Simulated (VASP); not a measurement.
# Os (Fm-3m) in VASP: notebook

Runs on Os. Level: r2SCAN. Tasks: single point.

Program: VASP 6.6.1. These are calculated values, not measurements. Logs are shortened: lines on timing, memory, paths and dates and some standing lists are left out, and cuts for length are marked.

## (1) The cell of the first run

Symmetry: Fm-3m, No. 225, cubic system. The conventional cell has a = 3.833 Å, b = 3.833 Å, c = 3.833 Å, α = 90.00°, β = 90.00°, γ = 90.00°. Within 3.6 Å of Os (site symmetry m-3m) lie 12 Os at 2.71 Å.

This isn't the form of Os at room conditions, which is hcp.

## (2) Single point, r2SCAN

File POSCAR:

```
Os
1.0
    0.0000000000      1.9166940996      1.9166940996
    1.9166940996      0.0000000000      1.9166940996
    1.9166940996      1.9166940996      0.0000000000
Os
1
Direct
    0.0000000000      0.0000000000      0.0000000000
```

File INCAR.step1:

```
SYSTEM = Os
PREC = Accurate ; ENCUT = 520
ISMEAR = -1 ; SIGMA = 0.1
LREAL = .FALSE. ; LASPH = .TRUE.
NELM = 100 ; NBANDS = 10
GGA = PE ; ALGO = Normal
EDIFF = 1E-4 ; LWAVE = .TRUE.
LCHARG = .FALSE.
```

File INCAR.step2:

```
SYSTEM = Os
PREC = Accurate ; ENCUT = 520
EDIFF = 1E-6 ; ISMEAR = -1
SIGMA = 0.1 ; LREAL = .FALSE.
LASPH = .TRUE. ; NELM = 100
ALGO = Normal ; ISIF = 2
LWAVE = .FALSE. ; LCHARG = .FALSE.
METAGGA = R2SCAN ; LMIXTAU = .TRUE.
NBANDS = 10 ; ISTART = 1
```

File KPOINTS:

```
Automatic mesh
0
G
  14 14 14
  0 0 0
```

Potentials or basis: VASP PAW PBE potentials, release 64 (Os).

Command:

```sh
$ cat potpaw_PBE.64/Os/POTCAR > POTCAR
$ cp INCAR.step1 INCAR
$ mpirun -np 1 vasp_std > vasp.out
$ cp INCAR.step2 INCAR
$ mpirun -np 1 vasp_std > vasp.out
```

OUTCAR:

```text
SYSTEM = Os
   PREC = Accurate
   ENCUT = 520
   EDIFF = 1E-6
   ISMEAR = -1
   LREAL = .FALSE.
   LASPH = .TRUE.
   NELM = 100
   ISIF = 2
   METAGGA = R2SCAN
   ISTART = 1

 ion  position               nearest neighbor table
   1  0.000  0.000  0.000-

  LATTYP: Found a face centered cubic cell.
 ALAT       =     3.8333881992

  Lattice vectors:

 A1 = (   0.0000000000,   1.9166940996,   1.9166940996)
 A2 = (   1.9166940996,   0.0000000000,   1.9166940996)
 A3 = (   1.9166940996,   1.9166940996,   0.0000000000)

Analysis of symmetry for initial positions (statically):
=====================================================================
 Subroutine PRICEL returns:
 Original cell was already a primitive cell.

 Routine SETGRP: Setting up the symmetry group for a
 face centered cubic supercell.

 Subroutine GETGRP returns: Found 48 space group operations
 (whereof 48 operations were pure point group operations)
 out of a pool of 48 trial point group operations.

The static configuration has the point symmetry O_h .

Analysis of symmetry for dynamics (positions and initial velocities):
=====================================================================
 Subroutine PRICEL returns:
 Original cell was already a primitive cell.

 Routine SETGRP: Setting up the symmetry group for a
 face centered cubic supercell.

 Subroutine GETGRP returns: Found 48 space group operations
 (whereof 48 operations were pure point group operations)
 out of a pool of 48 trial point group operations.

The dynamic configuration has the point symmetry O_h .

 Subroutine INISYM returns: Found 48 space group operations
 (whereof 48 operations are pure point group operations),
 and found     1 'primitive' translations

----------------------------------------------------------------------------------------

                                     Primitive cell

  volume of cell :      14.0828

  direct lattice vectors                    reciprocal lattice vectors
     0.000000000  1.916694100  1.916694100    -0.260865831  0.260865831  0.260865831
     1.916694100  0.000000000  1.916694100     0.260865831 -0.260865831  0.260865831
     1.916694100  1.916694100  0.000000000     0.260865831  0.260865831 -0.260865831

  length of vectors
     2.710614791  2.710614791  2.710614791     0.451832874  0.451832874  0.451832874

  position of ions in fractional coordinates (direct lattice)
[... 80 lines left out ...]
   NSW    =      0    number of steps for IOM
   IBRION =     -1    ionic relax: 0-MD 1-quasi-New 2-CG
   NFREE  =      0    steps in history (QN), initial steepest desc. (CG)
   ISIF   =      2    stress and relaxation
   ISYM   =      2    0-nonsym 1-usesym 2-fastsym
   POTIM  = 0.5000    time-step for ionic-motion
   TEBEG  =    0.0;   TEEND  =   0.0 temperature during run
   PSTRESS=    0.0 pullay stress
   NELECT =       8.0000    total number of electrons
   NUPDOWN=      -1.0000    fix difference up-down
   EMIN   =  10.00;   EMAX   =-10.00  energy-range for DOS
   EFERMI =   0.00;   METHOD = LEGACY
   ISMEAR =    -1;   SIGMA  =   0.10  broadening in eV -4-tet -1-fermi 0-gaus
   EFERMI_NEDOS =   21; number of points for ismear=-14 and -15
   IALGO  =     38    algorithm
   IMIX   =      4    mixing-type and parameters
     AMIX     =   0.40;   BMIX     =  1.00
     AMIX_MAG =   1.60;   BMIX_MAG =  1.00
  volume/ion in A,a.u.               =      14.08        95.04
  Fermi-wavevector in a.u.,A,eV,Ry     =   1.355841  2.562168 25.011647  1.838304
  Thomas-Fermi vector in A             =   2.482894
   LORBIT       =      0    0 simple, 1 ext, 2 COOP (PROOUT), +10 PAW based schemes
   METAGGA = R2SCAN    functional components
   LHFCALC =     F    Hartree Fock is set to
   AEXX    =    0.0000 exact exchange contribution
   IVDW    =     0    specifies the selected vdW correction
   LEPSILON=     F    determine dielectric tensor
   LRPA    =     F    only Hartree local field effects (RPA)
 non-spin polarized calculation
  energy-cutoff  :      520.00
  volume of cell :       14.08
 maximum number of plane-waves:       392
   NGX =  9   NGY =  9   NGZ =  9

 number of electron       8.0000000 magnetization

 Free energy of the ion-electron system (eV)
  ---------------------------------------------------
  ext. energy  EPLUGINS =         0.00000000
  ---------------------------------------------------
  free energy    TOTEN  =       -52.86081110 eV

  energy without entropy =      -52.82928895  energy(sigma->0) =      -52.84505002

 E-fermi :   8.9956     XC(G=0): -15.3440

 val. band max:        8.9949880948   @ k =   0.3571   0.2857   0.0714
 cond. band min:       9.0028463073   @ k =   0.2143   0.0000   0.0000
 fundamental gap:      0.0078582125
 Fermi energy:         8.9955964440

 k-point     1 :       0.0000    0.0000    0.0000
  band No.  band energies     occupation
      1      -2.2103      2.00000
      2       5.9504      2.00000
      3       5.9504      2.00000
      4       5.9504      2.00000
      5       9.0720      0.63574
      6       9.0720      0.63574
      7      23.9790      0.00000
      8      30.1051      0.00000
      9      30.1051      0.00000
     10      30.1051      0.00000
[... 287 lines left out ...]
 k-point    24 :       0.2857    0.1429    0.0000
  band No.  band energies     occupation
      1       0.7738      2.00000
      2       4.3143      2.00000
      3       6.2944      2.00000
      4       7.2144      2.00000
      5       8.7318      1.86656
      6      10.1771      0.00001
      7      25.3843      0.00000
      8      28.4629      0.00000
      9      31.0141      0.00000
     10      31.7378      0.00000

 [... further k-points ...]

------------------------ aborting loop because EDIFF is reached ----------------------------------------

  FORCE on cell =-STRESS in cart. coord.  units (eV):
  Direction    XX          YY          ZZ          XY          YZ          ZX
  --------------------------------------------------------------------------------------
  -------------------------------------------------------------------------------------
  Total        0.0893458      0.0893458      0.0893458     -0.0000000      0.0000000      0.0000000
  in kB       10.1647421     10.1647421     10.1647421     -0.0000000      0.0000000      0.0000000
  external PRESSURE =      10.1647421 kB  Pullay stress =       0.0000000 kB

 VOLUME and BASIS-vectors are now :
 -----------------------------------------------------------------------------
  energy-cutoff  :      520.00
  volume of cell :       14.08
      direct lattice vectors                 reciprocal lattice vectors
     0.000000000  1.916694100  1.916694100    -0.260865831  0.260865831  0.260865831
     1.916694100  0.000000000  1.916694100     0.260865831 -0.260865831  0.260865831
     1.916694100  1.916694100  0.000000000     0.260865831  0.260865831 -0.260865831

 POSITION                                       TOTAL-FORCE (eV/Angst)
 -----------------------------------------------------------------------------------
      0.00000      0.00000      0.00000         0.000000     -0.000000      0.000000
 -----------------------------------------------------------------------------------
    total drift:                                0.000000      0.000000     -0.000000

  FREE ENERGIE OF THE ION-ELECTRON SYSTEM (eV)
  ---------------------------------------------------
  free  energy   TOTEN  =       -52.8608110968 eV

  energy  without entropy=      -52.8292889492  energy(sigma->0) =      -52.84505002
```

Run time: 21 s. Hardware: 1 thread of Intel Xeon 6975P-C (Granite Rapids), shared host; peak memory 0.13 GiB.

Results:

```
Free energy            : -52.8608 eV
Pressure               : 1.0 GPa
Band gap on the k mesh : zero (bands 4 and 5 overlap by 3.84 eV)
```

Caveat: the PAW data sets were made with another functional, which shifts forces and pressure a little; spin-orbit coupling is left out, which moves the levels of the heavy elements.

## (3) Single point, r2SCAN (12.39 Å³/atom)

This run uses another cell than the first one, of 12.39 Å³/atom.

File POSCAR:

```
Os
1.0
    0.0000000000      1.8367372338      1.8367372338
    1.8367372338      0.0000000000      1.8367372338
    1.8367372338      1.8367372338      0.0000000000
Os
1
Direct
    0.0000000000      0.0000000000      0.0000000000
```

File INCAR.step1:

```
PREC     = Accurate       # precision mode
ENCUT    = 520            # plane-wave cutoff, eV
ISMEAR   = -1             # smearing method
SIGMA    = 0.1            # smearing width, eV
LREAL    = F              # projectors in reciprocal space
LASPH    = T              # aspherical terms in the spheres
NELM     = 80             # most SCF steps
NBANDS   = 10             # bands
GGA      = PE             # functional
ALGO     = Normal         # electronic algorithm
EDIFF    = 1E-4           # SCF threshold, eV
LWAVE    = T              # write WAVECAR
LCHARG   = F              # write CHGCAR
```

File INCAR.step2:

```
PREC     = Accurate       # precision mode
ENCUT    = 520            # plane-wave cutoff, eV
EDIFF    = 1E-6           # SCF threshold, eV
ISMEAR   = -1             # smearing method
SIGMA    = 0.1            # smearing width, eV
LREAL    = F              # projectors in reciprocal space
LASPH    = T              # aspherical terms in the spheres
NELM     = 80             # most SCF steps
ALGO     = Normal         # electronic algorithm
ISIF     = 2              # what is computed and relaxed
LWAVE    = F              # write WAVECAR
LCHARG   = T              # write CHGCAR
METAGGA  = R2SCAN         # meta-GGA
LMIXTAU  = T            
LELF     = T              # ELF
LVHAR    = T            
NBANDS   = 10             # bands
ISTART   = 1
```

File KPOINTS:

```
regular mesh
0
Gamma
  16 16 16
```

Potentials or basis: VASP PAW PBE potentials, release 64 (Os).

Command:

```sh
$ cat potpaw_PBE.64/Os/POTCAR > POTCAR
$ cp INCAR.step1 INCAR
$ mpirun -np 1 vasp_std > vasp.out
$ cp INCAR.step2 INCAR
$ mpirun -np 1 vasp_std > vasp.out
```

It took 26 s on 1 thread of Intel Xeon 6975P-C (Granite Rapids), shared host; peak memory 0.14 GiB.

The run converged. Its results:

- Free energy: -52.5064 eV
- Pressure: 75.6 GPa
- Band gap on the k mesh: zero (bands 4 and 5 overlap by 5.20 eV)

Levels at points of the mesh, in eV from the Fermi level:
| k point | band 1 | band 2 | band 3 | band 4 | band 5 | band 6 | band 7 | band 8 |
| --- | --- | --- | --- | --- | --- | --- | --- | --- |
| (0.00, 0.00, 0.00) | -12.51 | -3.80 | -3.80 | -3.80 | 0.01 | 0.01 | 14.71 | 21.67 |
| (0.50, 0.00, 0.00) | -9.35 | -4.03 | -4.03 | -0.27 | 3.05 | 3.05 | 11.25 | 14.31 |
| (0.50, 0.50, 0.00) | -9.45 | -8.63 | 2.79 | 3.00 | 3.94 | 3.94 | 13.76 | 13.76 |

Caveat: the cell stands under pressure; the PAW data sets were made with another functional, which shifts forces and pressure a little; spin-orbit coupling is left out, which moves the levels of the heavy elements.
